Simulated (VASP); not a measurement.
Wanted: the native input for a VASP 6.6.1 run.

| Item | Value |
| --- | --- |
| Task | relaxation of cell and atoms |
| Functional | PBE |
| Potentials or basis | VASP PAW PBE potentials, release 64 (Sr_sv, B) |
| Cutoff | 600 eV |
| k mesh | 6 × 6 × 4 |
| Occupations | gaussian, width 0.1 eV |
| Spin | no spin polarisation |
| Dipole correction | no |
| Further INCAR settings | ALGO = Normal; EDIFF = 1e-06; IBRION = 2; EDIFFG = -0.04; NSW = 90; ISIF = 3 |

The structure of SrB2 lies in POSCAR:

```
SrB2
1.0
    3.1973536000      0.0000000000      0.0000000000
   -1.5986768000      2.7689894400      0.0000000000
    0.0000000000      0.0000000000      5.1309426100
Sr B
1 2
Direct
    0.0000000000      0.0000000000      0.5000000000
    0.3333333300      0.6666666700      0.2521245200
    0.6666666700      0.3333333300      0.7478754800
```

These files were run (other wordings do the same):

INCAR

```
SYSTEM = SrB2
PREC = Accurate
ENCUT = 600
EDIFF = 1E-6
ISMEAR = 0
SIGMA = 0.1
LREAL = .FALSE.
LASPH = .TRUE.
NELM = 60
ALGO = Normal
ISIF = 3
LWAVE = .FALSE.
LCHARG = .FALSE.
GGA = PE
IBRION = 2
NSW = 90
EDIFFG = -0.04
```

KPOINTS

```
regular mesh
0
G
  6 6 4
  0 0 0
```

Potentials or basis: VASP PAW PBE potentials, release 64 (Sr_sv, B).

Launch:

```bash
$ cat potpaw_PBE.64/Sr_sv/POTCAR potpaw_PBE.64/B/POTCAR > POTCAR
$ mpirun -np 1 vasp_std > vasp.out
```

It gave:

The relaxed volume is 13.92 Å³/atom and the relaxed cell is a = 3.305 Å, b = 3.305 Å, c = 4.414 Å, α = 90.00°, β = 90.00°, γ = 120.00°. The space group after relaxing (to 0.05 Å) is P6/mmm (No. 191), the energy gained by relaxing is 3667.7 meV/atom and the ionic steps are 21. The pressure after relaxing is 0.1 GPa and the largest force after relaxing is 0.028 eV/Å. The band gap on the k mesh is zero (band 8 reaches 5.18 eV, above the bottom of band 9 at 3.84 eV).

Caveat: the k points lie up to 0.37 Å⁻¹ apart in the final cell.

Wall time 3.8 min on 1 thread of AMD EPYC 7R13 Processor (Zen 3) (shared host), peak memory 0.17 GiB.
